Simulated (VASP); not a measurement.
Wanted: the native input for a VASP 6.6.1 run.

* Task: single point
* Functional: PBE
* Potentials or basis: VASP PAW PBE potentials, release 64 (Ir)
* Cutoff: 520 eV
* k mesh: 18 × 18 × 12
* Occupations: gaussian, width 0.15 eV
* Spin: no spin polarisation
* Dipole correction: no
* Further INCAR settings: ALGO = Normal; EDIFF = 1e-07; NBANDS = 16

The structure of Ir lies in POSCAR:

```
Ir
1.0
    2.5312676630      0.0000000000      0.0000000000
   -1.2656338315      2.1921420999      0.0000000000
    0.0000000000      0.0000000000      4.1053068000
Ir
2
Direct
    0.6666666667      0.3333333333      0.7500000000
    0.3333333333      0.6666666667      0.2500000000
```

This cell differs from its parent crystal: strain -0.080 along x and y, -0.080 along z.

One way to write it, as run:

INCAR

```
SYSTEM = Ir
  PREC = Accurate
  ENCUT = 520
  EDIFF = 1E-7
  ISMEAR = 0
  SIGMA = 0.15
  LREAL = .FALSE.
  LASPH = .TRUE.
  NELM = 100
  ALGO = Normal
  ISIF = 2
  LWAVE = .FALSE.
  LCHARG = .FALSE.
  GGA = PE
  NBANDS = 16
```

KPOINTS

```
Automatic mesh
0
G
  18 18 12
  0 0 0
```

Potentials or basis: VASP PAW PBE potentials, release 64 (Ir).

Command:

```bash
$ cat potpaw_PBE.64/Ir/POTCAR > POTCAR
$ mpirun -np 1 vasp_std > vasp.out
```

Results of the run:

```
Pressure               : 159.5 GPa
Band gap on the k mesh : zero (band 9 reaches 16.28 eV, above the bottom of band 10 at 11.47 eV)
```

Caveat: the cell differs from its parent crystal (strain -0.080 along x and y, -0.080 along z); spin-orbit coupling is left out, which moves the levels of the heavy elements.

It took 29 s on 1 thread of Intel(R) Xeon(R) 6975P-C (Granite Rapids), with other jobs on the host, peak memory 0.2 GiB.
